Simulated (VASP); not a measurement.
# WC (P1) in VASP: a series of runs

The runs below take WC through single point, with PBEsol.

Program: VASP 6.6.1. These are calculated values, not measurements. Logs are shortened: lines on timing, memory, paths and dates and some standing lists are left out, and cuts for length are marked.

## Step 1: The cell of the first run

The typed cell holds 2 atoms: a = 2.901 Å, b = 2.901 Å, c = 2.829 Å, α = 90.00°, β = 90.00°, γ = 120.00°.

## Step 2: Single point, PBEsol (atom 1 (W) moved by (-0.450, -0.225) A along [1 1 0] and z)

INCAR

```
SYSTEM = WC
  PREC = Accurate
  ENCUT = 520
  EDIFF = 1E-6
  ISMEAR = 0
  SIGMA = 0.15
  LREAL = .FALSE.
  LASPH = .TRUE.
  NELM = 100
  ALGO = Normal
  ISIF = 2
  LWAVE = .FALSE.
  LCHARG = .FALSE.
  GGA = PS
  NBANDS = 16
```

KPOINTS

```
regular mesh
0
G
  6 6 6
  0 0 0
```

POSCAR

```
WC
1.0
    2.9005014360      0.0000000000      0.0000000000
   -1.4502507180      2.5119079273      0.0000000000
    0.0000000000      0.0000000000      2.8290000000
W C
1 1
Direct
   -0.1730424181     -0.1266758419     -0.0795334040
    0.6666666667      0.3333333333      0.5000000000
```

Potentials or basis: VASP PAW PBE potentials, release 64 (W_sv, C).

Launch:

```sh
$ cat potpaw_PBE.64/W_sv/POTCAR potpaw_PBE.64/C/POTCAR > POTCAR
$ mpirun -np 1 vasp_std > vasp.out
```

OUTCAR:

```text
SYSTEM = WC
   PREC = Accurate
   ENCUT = 520
   EDIFF = 1E-6
   ISMEAR = 0
   LREAL = .FALSE.
   LASPH = .TRUE.
   NELM = 100
   ISIF = 2
   GGA = PS

 ion  position               nearest neighbor table
   1  0.827  0.873  0.920-   2 1.83   2 2.01   2 2.15   2 2.30   2 2.42   2 2.67
   2  0.667  0.333  0.500-   1 1.83   1 2.01   1 2.15   1 2.30   1 2.42   1 2.67

  LATTYP: Found a hexagonal cell.
 ALAT       =     2.9005014360
 C/A-ratio  =     0.9753485949

  Lattice vectors:

 A1 = (   2.9005014360,   0.0000000000,   0.0000000000)
 A2 = (  -1.4502507180,   2.5119079273,   0.0000000000)
 A3 = (   0.0000000000,   0.0000000000,   2.8290000000)

Analysis of symmetry for initial positions (statically):
=====================================================================
 Subroutine PRICEL returns:
 Original cell was already a primitive cell.

 Routine SETGRP: Setting up the symmetry group for a
 hexagonal supercell.

 Subroutine GETGRP returns: Found  1 space group operations
 (whereof  1 operations were pure point group operations)
 out of a pool of 24 trial point group operations.

The static configuration has the point symmetry C_1 .

Analysis of symmetry for dynamics (positions and initial velocities):
=====================================================================
 Subroutine PRICEL returns:
 Original cell was already a primitive cell.

 Routine SETGRP: Setting up the symmetry group for a
 hexagonal supercell.

 Subroutine GETGRP returns: Found  1 space group operations
 (whereof  1 operations were pure point group operations)
 out of a pool of 24 trial point group operations.

The dynamic configuration has the point symmetry C_1 .

 Subroutine INISYM returns: Found  1 space group operations
 (whereof  1 operations are pure point group operations),
 and found     1 'primitive' translations

----------------------------------------------------------------------------------------

                                     Primitive cell

  volume of cell :      20.6115

  direct lattice vectors                    reciprocal lattice vectors
     2.900501436  0.000000000  0.000000000     0.344767973  0.199051882  0.000000000
    -1.450250718  2.511907927  0.000000000     0.000000000  0.398103764  0.000000000
     0.000000000  0.000000000  2.829000000     0.000000000  0.000000000  0.353481796

  length of vectors
     2.900501436  2.900501436  2.829000000     0.398103764  0.398103764  0.353481796

  position of ions in fractional coordinates (direct lattice)
     0.826957582  0.873324158  0.920466596
     0.666666667  0.333333333  0.500000000

  ion indices of the primitive-cell ions
   primitive index   ion index
                 1           1
                 2           2

----------------------------------------------------------------------------------------

 KPOINTS: regular mesh

Automatic generation of k-mesh.
 Grid dimensions read from file:
 generate k-points for:    6    6    6

 Generating k-lattice:

  Cartesian coordinates                     Fractional coordinates (reciprocal lattice)
     0.057461329  0.033175314  0.000000000     0.166666667 -0.000000000  0.000000000
     0.000000000  0.066350627  0.000000000     0.000000000  0.166666667  0.000000000
     0.000000000  0.000000000  0.058913633     0.000000000  0.000000000  0.166666667

  Length of vectors
     0.066350627  0.066350627  0.058913633

  Shift w.r.t. Gamma in fractional coordinates (k-lattice)
     0.000000000  0.000000000  0.000000000

 Subroutine IBZKPT returns following result:
 ===========================================

 Found    112 irreducible k-points:

 Following reciprocal coordinates:
            Coordinates               Weight
  0.000000  0.000000  0.000000      1.000000
  0.166667 -0.000000  0.000000      2.000000
  0.000000  0.166667  0.000000      2.000000
 -0.166667  0.166667  0.000000      2.000000
  0.333333 -0.000000  0.000000      2.000000
  0.000000  0.333333  0.000000      2.000000
[... 16 lines left out ...]
  0.000000  0.166667  0.166667      2.000000
 -0.166667  0.166667  0.166667      2.000000
 [... further k-points ...]
   k-points           NKPTS =    112   k-points in BZ     NKDIM =    112   number of bands    NBANDS=     16
   number of dos      NEDOS =    301   number of ions     NIONS =      2
   total plane-waves  NPLWV =  13824
   dimension x,y,z NGX =    24 NGY =   24 NGZ =   24
   dimension x,y,z NGXF=    48 NGYF=   48 NGZF=   48
   ions per type =               1   1
   NGX,Y,Z   is equivalent  to a cutoff of  13.76, 13.76, 14.10 a.u.
   NGXF,Y,Z  is equivalent  to a cutoff of  27.51, 27.51, 28.21 a.u.
 SYSTEM =  WC
   PREC   = accura    normal or accurate (medium, high low for compatibility)
   ISTART =      0    job   : 0-new  1-cont  2-samecut
   ICHARG =      2    charge: 1-file 2-atom 10-const
   ISPIN  =      1    spin polarized calculation?
   LNONCOLLINEAR =      F non collinear calculations
   LSORBIT =      F    spin-orbit coupling
   LASPH  =      T    aspherical Exc in radial PAW
   ENCUT  =  520.0 eV  38.22 Ry    6.18 a.u.   5.39  5.39  5.26*2*pi/ulx,y,z
   NELM   =    100;   NELMIN=  2; NELMDL= -5     # of ELM steps
   EDIFF  = 0.1E-05   stopping-criterion for ELM
   LREAL  =      F    real-space projection
   EDIFFG = 0.1E-04   stopping-criterion for IOM
   NSW    =      0    number of steps for IOM
   IBRION =     -1    ionic relax: 0-MD 1-quasi-New 2-CG
   NFREE  =      0    steps in history (QN), initial steepest desc. (CG)
   ISIF   =      2    stress and relaxation
   ISYM   =      2    0-nonsym 1-usesym 2-fastsym
   POTIM  = 0.5000    time-step for ionic-motion
   TEBEG  =    0.0;   TEEND  =   0.0 temperature during run
   PSTRESS=    0.0 pullay stress
   NELECT =      18.0000    total number of electrons
   NUPDOWN=      -1.0000    fix difference up-down
   EMIN   =  10.00;   EMAX   =-10.00  energy-range for DOS
   EFERMI =   0.00;   METHOD = LEGACY
   ISMEAR =     0;   SIGMA  =   0.15  broadening in eV -4-tet -1-fermi 0-gaus
   EFERMI_NEDOS =   21; number of points for ismear=-14 and -15
   IALGO  =     38    algorithm
   IMIX   =      4    mixing-type and parameters
     AMIX     =   0.40;   BMIX     =  1.00
     AMIX_MAG =   1.60;   BMIX_MAG =  1.00
  volume/ion in A,a.u.               =      10.31        69.55
  Fermi-wavevector in a.u.,A,eV,Ry     =   1.564813  2.957068 33.315762  2.448639
  Thomas-Fermi vector in A             =   2.667381
   LORBIT       =      0    0 simple, 1 ext, 2 COOP (PROOUT), +10 PAW based schemes
   GGA     = PS    functional components
   LHFCALC =     F    Hartree Fock is set to
   AEXX    =    0.0000 exact exchange contribution
   IVDW    =     0    specifies the selected vdW correction
   LEPSILON=     F    determine dielectric tensor
   LRPA    =     F    only Hartree local field effects (RPA)
 non-spin polarized calculation
 Gauss-broadening in eV      SIGMA  =   0.15
  energy-cutoff  :      520.00
  volume of cell :       20.61
 maximum number of plane-waves:       580
 NGX is ok and might be reduce to    24
   NGX = 11   NGY = 11   NGZ = 11

 number of electron      18.0000000 magnetization

 Free energy of the ion-electron system (eV)
  ---------------------------------------------------
  ext. energy  EPLUGINS =         0.00000000
  ---------------------------------------------------
  free energy    TOTEN  =       -22.08732025 eV

  energy without entropy =      -22.08044876  energy(sigma->0) =      -22.08388451

 E-fermi :  11.4767     XC(G=0): -13.8918

 val. band max:       11.4490104064   @ k =   0.1667  -0.3333   0.3333
 cond. band min:      11.4951728633   @ k =   0.1667  -0.0000   0.1667
 fundamental gap:      0.0461624569
 Fermi energy:        11.4766927019

 k-point     1 :       0.0000    0.0000    0.0000
  band No.  band energies     occupation
      1     -62.6261      2.00000
      2     -26.7987      2.00000
      3     -26.6541      2.00000
      4     -26.5015      2.00000
      5      -3.4969      2.00000
      6       5.7448      2.00000
[... 8 lines left out ...]
     15      25.0576      0.00000
     16      26.8214      0.00000

 k-point     2 :       0.1667   -0.0000    0.0000
  band No.  band energies     occupation
      1     -62.6111      2.00000
      2     -26.8121      2.00000
      3     -26.7083      2.00000
      4     -26.6704      2.00000
      5      -2.9288      2.00000
      6       5.9367      2.00000
[... 8 lines left out ...]
     15      23.3566      0.00000
     16      28.8772      0.00000

 k-point     3 :       0.0000    0.1667    0.0000
  band No.  band energies     occupation
      1     -62.6103      2.00000
      2     -26.9373      2.00000
      3     -26.7048      2.00000
      4     -26.5687      2.00000
      5      -2.7016      2.00000
      6       5.5841      2.00000
[... 8 lines left out ...]
     15      24.8327      0.00000
     16      27.8888      0.00000

 k-point     4 :      -0.1667    0.1667    0.0000
  band No.  band energies     occupation
      1     -62.6104      2.00000
      2     -26.9155      2.00000
      3     -26.7212      2.00000
      4     -26.5714      2.00000
      5      -2.7264      2.00000
      6       5.6848      2.00000
[... 8 lines left out ...]
     15      24.6565      0.00000
     16      26.7678      0.00000
[... 324 lines left out ...]
 k-point    22 :       0.1667   -0.0000    0.1667
  band No.  band energies     occupation
      1     -62.6001      2.00000
      2     -26.9638      2.00000
      3     -26.7027      2.00000
      4     -26.6885      2.00000
      5      -2.2844      2.00000
      6       5.6966      2.00000
[... 8 lines left out ...]
     15      24.6702      0.00000
     16      27.5069      0.00000

 k-point    23 :       0.0000    0.1667    0.1667
  band No.  band energies     occupation
      1     -62.5993      2.00000
      2     -26.9945      2.00000
      3     -26.8276      2.00000
      4     -26.5527      2.00000
      5      -2.0952      2.00000
      6       5.8979      2.00000
[... 8 lines left out ...]
     15      25.1702      0.00000
     16      27.5699      0.00000

 k-point    24 :      -0.1667    0.1667    0.1667
  band No.  band energies     occupation
      1     -62.5994      2.00000
      2     -26.9799      2.00000
      3     -26.8297      2.00000
      4     -26.5625      2.00000
      5      -2.1240      2.00000
      6       5.7621      2.00000
[... 8 lines left out ...]
     15      25.1123      0.00000
     16      27.6169      0.00000

 [... further k-points ...]

------------------------ aborting loop because EDIFF is reached ----------------------------------------

  FORCE on cell =-STRESS in cart. coord.  units (eV):
  Direction    XX          YY          ZZ          XY          YZ          ZX
  --------------------------------------------------------------------------------------
  -------------------------------------------------------------------------------------
  Total        1.2838394      6.6752216      7.1507385     -2.2928012      3.5681922      0.7605814
  in kB       99.7956349    518.8795064    555.8424763   -178.2244323    277.3633502     59.1216446
  external PRESSURE =     391.5058725 kB  Pullay stress =       0.0000000 kB

 VOLUME and BASIS-vectors are now :
 -----------------------------------------------------------------------------
  energy-cutoff  :      520.00
  volume of cell :       20.61
      direct lattice vectors                 reciprocal lattice vectors
     2.900501436  0.000000000  0.000000000     0.344767973  0.199051882  0.000000000
    -1.450250718  2.511907927  0.000000000     0.000000000  0.398103764  0.000000000
     0.000000000  0.000000000  2.829000000     0.000000000  0.000000000  0.353481796

 POSITION                                       TOTAL-FORCE (eV/Angst)
 -----------------------------------------------------------------------------------
      1.13205      2.19371      2.60400         2.184896      5.114960      4.863895
      1.45025      0.83730      1.41450        -2.184896     -5.114960     -4.863895
 -----------------------------------------------------------------------------------
    total drift:                                0.000282     -0.000139     -0.000310

  FREE ENERGIE OF THE ION-ELECTRON SYSTEM (eV)
  ---------------------------------------------------
  free  energy   TOTEN  =       -22.0873202528 eV

  energy  without entropy=      -22.0804487600  energy(sigma->0) =      -22.08388451
```

Wall time 11 s (1 thread of Intel Xeon 6975P-C (Granite Rapids), shared host); peak memory 0.16 GiB.

Results:

- Free energy: -22.0873 eV
- Pressure: 39.2 GPa
- Largest force: 7.389 eV/Å
- Band gap on the k mesh: zero (band 9 reaches 13.09 eV, above the bottom of band 10 at 11.28 eV)

Forces in eV/Å, atoms in the order of the input:
```
W    2.185  5.115  4.864
C   -2.185 -5.115 -4.864
```

Stress tensor (GPa, compression positive):
```
  9.98 -17.82   5.91
-17.82  51.89  27.74
  5.91  27.74  55.58
```

Caveat: the k points lie up to 0.42 Å⁻¹ apart; the cell differs from its parent crystal (atom 1 (W) moved by (-0.450, -0.225) A along [1 1 0] and z); the PAW data sets were made with another functional, which shifts forces and pressure a little; spin-orbit coupling is left out, which moves the levels of the heavy elements.

(Part 1 of 2 ends here.)
